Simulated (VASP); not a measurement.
# BaTiO3 (R3m) in VASP: single point with PBE

Aim: the single point of BaTiO3 with PBE.

All numbers are computed with VASP 6.6.1; they aren't measurements. Logs are shortened: lines on timing, memory, paths and dates and some standing lists are left out, and cuts for length are marked.

## (1) The cell of the first run

It takes space group R3m (No. 160, trigonal). Conventional cell: a = 5.726 Å, b = 5.726 Å, c = 7.069 Å, α = 90.00°, β = 90.00°, γ = 120.00°. Within 3.7 Å of Ba (site symmetry 3m) lie 12 O at 2.78 to 2.98 Å and 8 Ti at 3.43 to 3.64 Å. Within 2.5 Å of Ti (site symmetry 3m) lie 6 O at 1.87 to 2.21 Å. O (site symmetry m) has 2 Ti at 1.87 to 2.21 Å within 2.5 Å.

## (2) Single point, PBE

Input file INCAR:

```
SYSTEM = BaTiO3
PREC = Accurate ; ENCUT = 1340
EDIFF = 1E-6 ; ISMEAR = -1
SIGMA = 0.02 ; LREAL = .False.
LASPH = .True. ; NELM = 120
ALGO = Normal ; ISIF = 2
LWAVE = .False. ; LCHARG = .False.
GGA = PE ; NBANDS = 28
GGA_COMPAT = .False.
```

Input file KPOINTS:

```
Automatic mesh
0
Gamma
  6 6 6
  0 0 0
```

Input file POSCAR:

```
BaTiO3
1.0
    2.8631849316      1.6530605910      2.3562885169
   -2.8631849316      1.6530605910      2.3562885169
    0.0000000000     -3.3061211820      2.3562885168
Ba Ti O
1 1 3
Direct
    0.0034746476      0.0034746476      0.0034746476
    0.5177065348      0.5177065348      0.5177065348
    0.4868572192      0.9762053792      0.4868572192
    0.4868572192      0.4868572192      0.9762053792
    0.9762053792      0.4868572192      0.4868572192
```

Potentials or basis: VASP PAW PBE potentials, release 64 (Ba_sv, Ti_sv, O_h).

Command:

```bash
$ cat potpaw_PBE.64/Ba_sv/POTCAR potpaw_PBE.64/Ti_sv/POTCAR potpaw_PBE.64/O_h/POTCAR > POTCAR
$ mpirun -np 1 vasp_std > vasp.out
```

OUTCAR:

```text
SYSTEM = BaTiO3
   PREC = Accurate
   ENCUT = 1340
   EDIFF = 1E-6
   ISMEAR = -1
   LREAL = .False.
   LASPH = .True.
   NELM = 120
   ISIF = 2
   GGA = PE

 ion  position               nearest neighbor table
   1  0.003  0.003  0.003-   3 2.78   5 2.78   4 2.78   3 2.87   5 2.87   4 2.87   4 2.87   3 2.87
                             5 2.87   5 2.98   3 2.98   4 2.98   2 3.43   2 3.48   2 3.48   2 3.48
   2  0.518  0.518  0.518-   4 1.87   3 1.87   5 1.87   4 2.21   3 2.21   5 2.21   1 3.43   1 3.48
                             1 3.48   1 3.48   1 3.54   1 3.54   1 3.54   1 3.64
   3  0.487  0.976  0.487-   2 1.87   2 2.21   1 2.78   1 2.87   1 2.87   1 2.98
   4  0.487  0.487  0.976-   2 1.87   2 2.21   1 2.78   1 2.87   1 2.87   1 2.98
   5  0.976  0.487  0.487-   2 1.87   2 2.21   1 2.78   1 2.87   1 2.87   1 2.98

  LATTYP: Found a trigonal (rhomboedric) cell.
 ALAT       =     4.0598685748
 COS(alpha) =     0.0052708489

  Lattice vectors:

 A1 = (   2.8631849316,   1.6530605910,   2.3562885169)
 A2 = (  -2.8631849316,   1.6530605910,   2.3562885169)
 A3 = (   0.0000000000,  -3.3061211820,   2.3562885168)

Analysis of symmetry for initial positions (statically):
=====================================================================
 Subroutine PRICEL returns:
 Original cell was already a primitive cell.

 Routine SETGRP: Setting up the symmetry group for a
 trigonal (rhombohedral) supercell.

 Subroutine GETGRP returns: Found  6 space group operations
 (whereof  6 operations were pure point group operations)
 out of a pool of 12 trial point group operations.

The static configuration has the point symmetry C_3v.

Analysis of symmetry for dynamics (positions and initial velocities):
=====================================================================
 Subroutine PRICEL returns:
 Original cell was already a primitive cell.

 Routine SETGRP: Setting up the symmetry group for a
 trigonal (rhombohedral) supercell.

 Subroutine GETGRP returns: Found  6 space group operations
 (whereof  6 operations were pure point group operations)
 out of a pool of 12 trial point group operations.

The dynamic configuration has the point symmetry C_3v.

 Subroutine INISYM returns: Found  6 space group operations
 (whereof  6 operations are pure point group operations),
 and found     1 'primitive' translations

----------------------------------------------------------------------------------------

                                     Primitive cell

[... 91 lines left out ...]
   LNONCOLLINEAR =      F non collinear calculations
   LSORBIT =      F    spin-orbit coupling
   LASPH  =      T    aspherical Exc in radial PAW
   ENCUT  = 1340.0 eV  98.49 Ry    9.92 a.u.  12.12 12.12 12.12*2*pi/ulx,y,z
   NELM   =    120;   NELMIN=  2; NELMDL= -5     # of ELM steps
   EDIFF  = 0.1E-05   stopping-criterion for ELM
   LREAL  =      F    real-space projection
[... 7 lines left out ...]
   TEBEG  =    0.0;   TEEND  =   0.0 temperature during run
   PSTRESS=    0.0 pullay stress
   NELECT =      40.0000    total number of electrons
   NUPDOWN=      -1.0000    fix difference up-down
   EMIN   =  10.00;   EMAX   =-10.00  energy-range for DOS
   EFERMI =   0.00;   METHOD = LEGACY
   ISMEAR =    -1;   SIGMA  =   0.02  broadening in eV -4-tet -1-fermi 0-gaus
   EFERMI_NEDOS =   21; number of points for ismear=-14 and -15
   IALGO  =     38    algorithm
   IMIX   =      4    mixing-type and parameters
     AMIX     =   0.40;   BMIX     =  1.00
     AMIX_MAG =   1.60;   BMIX_MAG =  1.00
  volume/ion in A,a.u.               =      13.38        90.31
  Fermi-wavevector in a.u.,A,eV,Ry     =   1.379078  2.606080 25.876328  1.901856
  Thomas-Fermi vector in A             =   2.504081
   LORBIT       =      0    0 simple, 1 ext, 2 COOP (PROOUT), +10 PAW based schemes
   GGA     = PE    functional components
   LHFCALC =     F    Hartree Fock is set to
   AEXX    =    0.0000 exact exchange contribution
   IVDW    =     0    specifies the selected vdW correction
   LEPSILON=     F    determine dielectric tensor
   LRPA    =     F    only Hartree local field effects (RPA)
 non-spin polarized calculation
  energy-cutoff  :     1340.00
  volume of cell :       66.91
 maximum number of plane-waves:      7484
   NGX = 25   NGY = 25   NGZ = 25

 number of electron      40.0000000 magnetization

 Free energy of the ion-electron system (eV)
  ---------------------------------------------------
  ext. energy  EPLUGINS =         0.00000000
  ---------------------------------------------------
  free energy    TOTEN  =       -40.08571423 eV

  energy without entropy =      -40.08571423  energy(sigma->0) =      -40.08571423

 E-fermi :   4.3007     XC(G=0): -11.0108

 val. band max:        3.7689020274   @ k =   0.5000   0.5000   0.5000
 cond. band min:       6.3592640672   @ k =   0.0000   0.0000   0.0000
 fundamental gap:      2.5903620399
 Fermi energy:         4.3007164631

 k-point     1 :       0.0000    0.0000    0.0000
  band No.  band energies     occupation
      1     -52.5180      2.00000
      2     -28.7737      2.00000
      3     -28.7709      2.00000
      4     -28.7709      2.00000
      5     -21.1237      2.00000
      6     -12.9323      2.00000
[... 733 lines left out ...]
     27      11.7462      0.00000
     28      12.2032      0.00000

 [... further k-points ...]

------------------------ aborting loop because EDIFF is reached ----------------------------------------

  FORCE on cell =-STRESS in cart. coord.  units (eV):
  Direction    XX          YY          ZZ          XY          YZ          ZX
  --------------------------------------------------------------------------------------
  -------------------------------------------------------------------------------------
  Total        0.5496149      0.5496149      0.5702898      0.0000000      0.0000000      0.0000000
  in kB       13.1598575     13.1598575     13.6548917      0.0000000      0.0000000      0.0000000
  external PRESSURE =      13.3248689 kB  Pullay stress =       0.0000000 kB

 VOLUME and BASIS-vectors are now :
 -----------------------------------------------------------------------------
  energy-cutoff  :     1340.00
  volume of cell :       66.91
      direct lattice vectors                 reciprocal lattice vectors
     2.863184932  1.653060591  2.356288517     0.174630704  0.100823084  0.141465415
    -2.863184932  1.653060591  2.356288517    -0.174630704  0.100823084  0.141465415
     0.000000000 -3.306121182  2.356288517     0.000000000 -0.201646168  0.141465415

 POSITION                                       TOTAL-FORCE (eV/Angst)
 -----------------------------------------------------------------------------------
      0.00000      0.00000      0.02456         0.000000      0.000000     -0.046996
      0.00000      0.00000      3.65960         0.000000     -0.000000     -0.051491
     -1.40109      0.80892      4.59457        -0.015094      0.008714      0.032829
      0.00000     -1.61784      4.59457         0.000000     -0.017429      0.032829
      1.40109      0.80892      4.59457         0.015094      0.008714      0.032829
 -----------------------------------------------------------------------------------
    total drift:                                0.000000     -0.000000     -0.002141

  FREE ENERGIE OF THE ION-ELECTRON SYSTEM (eV)
  ---------------------------------------------------
  free  energy   TOTEN  =       -40.0857142339 eV

  energy  without entropy=      -40.0857142339  energy(sigma->0) =      -40.08571423
```

OSZICAR:

```text
N       E                     dE             d eps       ncg     rms          rms(c)
DAV:   1     0.673547654969E+03    0.67355E+03   -0.35501E+04  1792   0.310E+03
DAV:   2     0.792970051599E+02   -0.59425E+03   -0.56926E+03  1828   0.643E+02
DAV:   3    -0.418904160782E+02   -0.12119E+03   -0.11454E+03  2776   0.214E+02
DAV:   4    -0.502418054708E+02   -0.83514E+01   -0.83164E+01  2352   0.539E+01
DAV:   5    -0.506029198934E+02   -0.36111E+00   -0.36081E+00  2852   0.111E+01    0.238E+01
DAV:   6    -0.402398932274E+02    0.10363E+02   -0.55515E+01  2812   0.677E+01    0.104E+01
DAV:   7    -0.402869766070E+02   -0.47083E-01   -0.13072E+01  2476   0.262E+01    0.735E+00
DAV:   8    -0.401059260049E+02    0.18105E+00   -0.72198E-01  2176   0.725E+00    0.421E+00
DAV:   9    -0.401159401766E+02   -0.10014E-01   -0.52005E-01  2688   0.695E+00    0.179E+00
DAV:  10    -0.400940712133E+02    0.21869E-01   -0.25552E-01  2408   0.482E+00    0.809E-01
DAV:  11    -0.400868329788E+02    0.72382E-02   -0.46230E-02  2412   0.132E+00    0.367E-01
DAV:  12    -0.400860656367E+02    0.76734E-03   -0.11241E-02  2308   0.103E+00    0.165E-01
DAV:  13    -0.400856972152E+02    0.36842E-03   -0.13870E-03  2236   0.396E-01    0.254E-02
DAV:  14    -0.400857145851E+02   -0.17370E-04   -0.13098E-04  2788   0.981E-02    0.156E-02
DAV:  15    -0.400857147868E+02   -0.20174E-06   -0.36063E-05  2140   0.578E-02    0.668E-03
DAV:  16    -0.400857142339E+02    0.55293E-06   -0.31292E-06  1736   0.193E-02
   1 F= -.40085714E+02 E0= -.40085714E+02  d E =-.378204E-13
```

stdout:

```text
POSCAR found type information on POSCAR BaTiO
 POSCAR found :  3 types and       5 ions
 scaLAPACK will be used
 LDA part: xc-table for (Slater+PW92), standard interpolation
 POSCAR, INCAR and KPOINTS ok, starting setup
 FFT: planning ... GRIDC
 FFT: planning ... GRID_SOFT
 FFT: planning ... GRID
 WAVECAR not read
 entering main loop
```

Wall time 6.2 min (1 thread of AMD EPYC, shared host); peak memory 0.45 GiB.

What came out:

| Item | Value |
| --- | --- |
| Free energy | -40.0857 eV |
| Pressure | 1.3 GPa |
| Largest force | 0.051 eV/Å |
| Band gap on the k mesh | 2.59 eV (least direct gap 3.13 eV) |

Forces on the atoms (eV/Å):
```
Ba   0.000  0.000 -0.047
Ti   0.000  0.000 -0.051
O   -0.015  0.009  0.033
O    0.000 -0.017  0.033
O    0.015  0.009  0.033
```

Levels at points of the mesh, in eV from the valence-band top:
```
           k point  band 18  band 19  band 20  band 21  band 22  band 23
(0.00, 0.00, 0.00)    -0.69    -0.54    -0.54     2.59     2.59     2.77
(0.50, 0.00, 0.00)    -1.52    -1.05    -0.88     2.75     3.73     3.88
(0.50, 0.50, 0.00)    -0.92    -0.84    -0.09     3.82     3.83     4.13
(0.50, 0.50, 0.50)    -0.03    -0.03     0.00     4.16     4.39     4.39
```

Caveat: spin-orbit coupling is left out, which moves the levels of the heavy elements. A k mesh can miss the band edges.
